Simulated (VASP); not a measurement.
## CaMg: single point with LDA

The system is CaMg.

```
Ca Mg
1.0
     3.89943    0.00000    0.00000
     0.00000    3.89943    0.00000
     0.00000    0.00000    4.18019
Ca Mg
1 1
Direct
  0.00000 0.00000 0.00000
  0.50000 0.50000 0.50000
```

| Quantity | Value |
| --- | --- |
| Program | VASP 6.6.1 |
| Task | single point |
| Functional | LDA |
| Potentials or basis | VASP PAW LDA potentials, release 64 (Ca_sv, Mg) |
| Cutoff | 520 eV |
| k mesh | 14 × 14 × 14 |
| Occupations | gaussian, width 0.15 eV |
| Spin | no spin polarisation |

```yaml
Pressure: -2.5 GPa
Band_gap_on_the_k_mesh: zero (bands 6 and 7 overlap by 1.21 eV)
```

Stress tensor (GPa, compression positive):
```
-2.34  0.00  0.00
 0.00 -2.34  0.00
 0.00  0.00 -2.95
```

Levels at points of the mesh, in eV from the Fermi level:
```
           k point  band 3  band 4  band 5  band 6  band 7  band 8  band 9  band 10
(0.00, 0.00, 0.00)  -22.38  -22.38   -5.08    0.88    1.04    3.15    3.57     3.57
(0.50, 0.00, 0.00)  -22.39  -22.38   -2.79   -2.32    1.71    1.78    2.39     3.77
(0.50, 0.50, 0.00)  -22.46  -22.38   -1.69   -0.11   -0.11    0.45    2.46     2.46
(0.00, 0.00, 0.50)  -22.38  -22.38   -3.14   -2.55    1.59    2.39    2.39     3.91
(0.50, 0.00, 0.50)  -22.43  -22.37   -1.96   -0.40   -0.30    0.18    2.79     2.94
(0.50, 0.50, 0.50)  -22.45  -22.42   -0.31   -0.27   -0.27    1.23    2.70     2.70
```

Wall time 6.3 min on 1 thread of Intel Xeon 8259CL, with other jobs on the host, peak memory 0.37 GiB.
